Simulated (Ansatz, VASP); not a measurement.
## Zr2SF: VASP beside Ansatz

INCAR

```
SYSTEM = Zr2SF
PREC = Accurate ; ENCUT = 520
EDIFF = 1E-6 ; ISMEAR = 0
SIGMA = 0.1 ; LREAL = .False.
LASPH = .True. ; NELM = 150
ALGO = Normal ; ISIF = 2
LWAVE = .False. ; LCHARG = .True.
ISPIN = 2 ; MAGMOM = 1 1 0 0
LORBIT = 11 ; LMAXMIX = 4
GGA = PE ; LELF = .True.
LVHAR = .True. ; NBANDS = 30
```

File KPOINTS:

```
Automatic mesh
0
Gamma
  4 4 6
  0 0 0
```

Contents of POSCAR:

```
Zr2SF
1.0
    4.4318253473      0.0000000000      0.0000000000
    0.0000000000      4.4318253473      0.0000000000
    0.0000000000      0.0000000000      3.2097132009
Zr S F
2 1 1
Direct
    0.0000000000      0.5000000000      0.0000000000
    0.5000000000      0.0000000000      0.0000000000
    0.5000000000      0.5000000000      0.5000000000
    0.0000000000      0.0000000000      0.5000000000
```

Input for Ansatz:

```yaml
crystal:
  lattice:
    - [4.4318253473, 0.0, 0.0]
    - [0.0, 4.4318253473, 0.0]
    - [0.0, 0.0, 3.2097132009]
  atoms:
    - { symbol: Zr, position: [0.0, 0.5, 0.0], spin: 1.0 }
    - { symbol: Zr, position: [0.5, 0.0, 0.0], spin: 1.0 }
    - { symbol: S, position: [0.5, 0.5, 0.5] }
    - { symbol: F, position: [0.0, 0.0, 0.5] }
basis:
  ecutwfc: 420
kpoints:
  mp_grid: { grid: [4, 4, 6] }
hamiltonian:
  xc: pbe
scf:
  occupations: { method: gaussian, width: 0.1 }
  lower_state_search: "off"
output:
  forces: true
  stress: true
  eigenvalues: true
  populations: true
magnetization:
  spin_polarized: true
```

Alike in both runs: task single point; functional PBE; k mesh 4 × 4 × 6; occupations gaussian, width 0.1 eV; collinear spin.

```csv
,VASP,Ansatz
version,VASP 6.6.1,Ansatz 0.2.0
potentials or method,"VASP PAW PBE potentials, release 64 (Zr_sv, S, F), cutoff 520 eV","scalar-relativistic, plane waves, PAW"
valence electrons in the cell,37,37
```

```tsv
	VASP	Ansatz	Ansatz less VASP
gap on the k mesh at the Fermi level (eV)	none	none	-
pressure (GPa)	0.0	0.0	+0.04
net moment per atom (μB)	0.00	0.00	-0.001
```

A gap of «none» marks a metal or a gap that the smearing closes. Ansatz's warnings: seeded moment not kept.
